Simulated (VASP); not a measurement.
Runs of VASP 6.6.1 on Sn3Se2S. The structure is that of space group P-3m1 (No. 164), or close to it. The cells are those of the table. 

| task | cell | k mesh | cutoff (eV) | smearing | gap on the mesh (eV) | pressure (GPa) | largest force (eV/Å) |
| --- | --- | --- | --- | --- | --- | --- | --- |
| single point | a = 4.238, b = 4.238, c = 10.372 Å, angles 90.0, 90.0, 120.0°, 6 atoms | 12 × 12 × 4 | 520 | gaussian 0.02 eV | 0.41 | 0.0 | 0.01 |
| single point | a = 4.263, b = 4.263, c = 10.442 Å, angles 90.0, 90.0, 120.0°, 6 atoms | 6 × 6 × 2 | 520 | gaussian 0.1 eV | 0.41 | (b) | 0.47 |
| single point | a = 4.235, b = 4.235, c = 10.342 Å, angles 90.0, 90.0, 120.0°, 6 atoms | 6 × 6 × 2 | 520 | gaussian 0.1 eV | 0.50 | -0.2 | 0.01 |
| relaxation of cell and atoms | relaxed from a = 4.263, b = 4.263, c = 10.442 Å, angles 90.0, 90.0, 120.0°, 6 atoms | 6 × 6 × 2 | 600 | gaussian 0.1 eV | (a) | -0.2 | 0.02 |

Alike in all rows: level PBE; potentials or basis VASP PAW PBE potentials, release 64 (Sn_d, Se, S); no spin polarisation.

Question: Estimate the missing entries.

Answer: (a) 0.49; (b) -1.1.

Caveats: spin-orbit coupling is left out, which moves the levels of the heavy elements.

A k mesh can miss the band edges, and the runs leave out spin-orbit coupling on Se, Sn.
